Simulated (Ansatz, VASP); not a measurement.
## NaY4Tl3: VASP beside Ansatz

```
Na Y Tl
1.0
    -3.81335    3.81335    3.81335
     3.81335   -3.81335    3.81335
     3.81335    3.81335   -3.81335
Na Y Tl
1 4 3
Direct
  0.00000 0.00000 0.00000
  0.50000 0.00000 0.00000
  0.50000 0.50000 0.50000
  0.00000 0.00000 0.50000
  0.00000 0.50000 0.00000
  0.50000 0.00000 0.50000
  0.50000 0.50000 0.00000
  0.00000 0.50000 0.50000
```

Alike in both runs: task single point; functional PBE; k mesh 4 × 4 × 4; occupations gaussian, width 0.2 eV; no spin polarisation.

```csv
,VASP,Ansatz
version,VASP 6.6.1,Ansatz 0.2.0
potentials or method,"VASP PAW PBE potentials, release 64 (Na_pv, Y_sv, Tl_d), cutoff 520 eV","scalar-relativistic, plane waves, PAW"
valence electrons in the cell,90,92
```

```tsv
	VASP	Ansatz	Ansatz less VASP
gap on the k mesh at the Fermi level (eV)	none	none	-
pressure (GPa)	0.0	0.0	+0.05
```

A gap of «none» marks a metal or a gap that the smearing closes. VASP's potentials hold 90 valence electrons a cell and Ansatz's 92, so a difference there can come from the potentials and not from the codes.

Spin-orbit coupling is off throughout.
